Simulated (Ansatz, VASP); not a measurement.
## MnO in VASP and in Ansatz

```
CELL_PARAMETERS angstrom
0.00000 2.22200 2.17756
2.22200 0.00000 2.17756
2.22200 2.22200 0.00000
ATOMIC_POSITIONS crystal
Mn 0.00000 0.00000 0.00000
O 0.50000 0.50000 0.50000
```

Change from the starting cell: zz strain of -2 %, crystal datasets.

Alike in both runs: task electric field gradients; functional PBE; k mesh 16 × 16 × 16; occupations fermi-dirac, width 0.05 eV; collinear spin.

|  | VASP | Ansatz |
| --- | --- | --- |
| version | VASP 6.6.1 | Ansatz 0.2.0 |
| potentials or method | VASP PAW PBE potentials, release 64 (Mn_pv, O), cutoff 520 eV | all-electron PAW with datasets made for the crystal, scalar-relativistic |

VASP gave:

* pressure (GPa): 2.4
* net moment per atom (μB): 2.35
* size of the moment on the site where the two differ most (μB): 4.28
* size of Vzz on the site where it differs most (V/Å²): 5.5

**Question.** Estimate Ansatz's values.

**Answer.** Pressure (GPa): 2.1; net moment per atom (μB): 2.35; size of the moment on the site where the two differ most (μB): 3.97; size of Vzz on the site where it differs most (V/Å²): 5.0.

Site moments also hang on the region over which each program counts them. Ansatz ran all-electron here, and VASP with PAW potentials.
